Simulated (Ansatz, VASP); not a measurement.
# Two plane-wave programs on ZnB6

Contents of INCAR:

```
ALGO = Normal
EDIFF = 1E-6
ENCUT = 500
GGA = PE
GGA_COMPAT = F
ISIF = 2
ISMEAR = 0
LASPH = T
LCHARG = F
LREAL = F
LWAVE = F
NBANDS = 24
NELM = 120
PREC = Accurate
SIGMA = 0.1
```

The input KPOINTS:

```
k-points
0
Gamma
  4 4 4
```

Contents of POSCAR:

```
ZnB6
1.0
    3.9619376100      0.0000000000      0.0000000000
    0.0000000000      3.9619376100      0.0000000000
    0.0000000000      0.0000000000      3.9619376100
Zn B
1 6
Direct
    0.0000000000      0.0000000000      0.0000000000
    0.2070000000      0.5000000000      0.5000000000
    0.5000000000      0.2070000000      0.5000000000
    0.7930000000      0.5000000000      0.5000000000
    0.5000000000      0.7930000000      0.5000000000
    0.5000000000      0.5000000000      0.2070000000
    0.5000000000      0.5000000000      0.7930000000
```

Input for Ansatz:

```yaml
crystal:
  lattice:
    - [3.96193761, 0.0, 0.0]
    - [0.0, 3.96193761, 0.0]
    - [0.0, 0.0, 3.96193761]
  atoms:
    - { symbol: Zn, position: [0.0, 0.0, 0.0] }
    - { symbol: B, position: [0.207, 0.5, 0.5] }
    - { symbol: B, position: [0.5, 0.207, 0.5] }
    - { symbol: B, position: [0.793, 0.5, 0.5] }
    - { symbol: B, position: [0.5, 0.793, 0.5] }
    - { symbol: B, position: [0.5, 0.5, 0.207] }
    - { symbol: B, position: [0.5, 0.5, 0.793] }
basis:
  ecutwfc: 420
kpoints:
  mp_grid: { grid: [4, 4, 4] }
hamiltonian:
  xc: pbe
scf:
  occupations: { method: gaussian, width: 0.1 }
  lower_state_search: "off"
output:
  forces: true
  stress: true
  eigenvalues: true
```

Change from the starting cell: species swapped into the YbB6 type (Pm-3m, No. 221).

Alike in both runs: task single point; functional PBE; k mesh 4 × 4 × 4; occupations gaussian, width 0.1 eV; no spin polarisation.

```csv
,VASP,Ansatz
version,VASP 6.6.1,Ansatz 0.2.0
potentials or method,"VASP PAW PBE potentials, release 64 (Zn, B), cutoff 500 eV","scalar-relativistic, plane waves, PAW"
valence electrons in the cell,30,30
```

```csv
,VASP,Ansatz,Ansatz less VASP
gap on the k mesh at the Fermi level (eV),none,none,-
pressure (GPa),26.1,25.9,-0.26
rms of the force components (eV/Å),1.878,1.844,-0.0338
```

Atom by atom the forces differ by 0.034 eV/Å (rms over components). A gap of «none» marks a metal or a gap that the smearing closes.

The k mesh is coarse, so the values compare programs but aren't converged.
